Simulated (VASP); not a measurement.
**Cd4SeS3: single point with PBE**

The system is Cd4SeS3.

```xyz
8
Lattice="4.2415 0.0000 0.0000 -2.1207 3.6732 0.0000 0.0000 0.0000 13.8270" Properties=species:S:1:pos:R:3 pbc="T T T"
Cd    0.0000    2.4488    0.0660
Cd    0.0000    2.4488    6.8343
Cd    2.1207    1.2244    3.4503
Cd    2.1207    1.2244   10.5145
Se    0.0000    2.4488    9.5200
S     0.0000    2.4488    2.6386
S     2.1207    1.2244    6.0233
S     2.1207    1.2244   13.0807
```

- Program: VASP 6.6.1
- Task: single point
- Functional: PBE
- Potentials or basis: VASP PAW PBE potentials, release 64 (Cd, Se, S)
- Cutoff: 520 eV
- k mesh: 6 × 6 × 2
- Occupations: gaussian, width 0.1 eV
- Spin: no spin polarisation

```
Pressure               : 0.3 GPa
Largest force          : 0.014 eV/Å
Band gap on the k mesh : 0.74 eV
```

Forces on the atoms (eV/Å):
```
Cd   0.000  0.000 -0.004
Cd   0.000  0.000  0.004
Cd   0.000  0.000 -0.004
Cd   0.000  0.000  0.003
Se   0.000  0.000 -0.014
S    0.000  0.000  0.005
S    0.000  0.000  0.004
S    0.000  0.000  0.007
```

Levels at points of the mesh, in eV from the valence-band top:
```csv
k point,band 34,band 35,band 36,band 37,band 38,band 39
"(0.00, 0.00, 0.00)",-0.27,0.00,0.00,0.74,2.29,2.34
"(0.50, 0.00, 0.00)",-1.34,-1.31,-0.78,3.08,3.09,3.26
"(0.00, 0.00, 0.50)",-0.46,-0.01,-0.01,1.63,1.67,2.34
"(0.50, 0.00, 0.50)",-1.19,-1.16,-0.83,2.90,2.94,3.48
```

It took 90 s on 1 thread of AMD EPYC 9R45 96-Core Processor (Zen 5) (shared host), peak memory 0.36 GiB.

Caveat: semilocal functionals underestimate gaps, and a narrow one can read as zero.
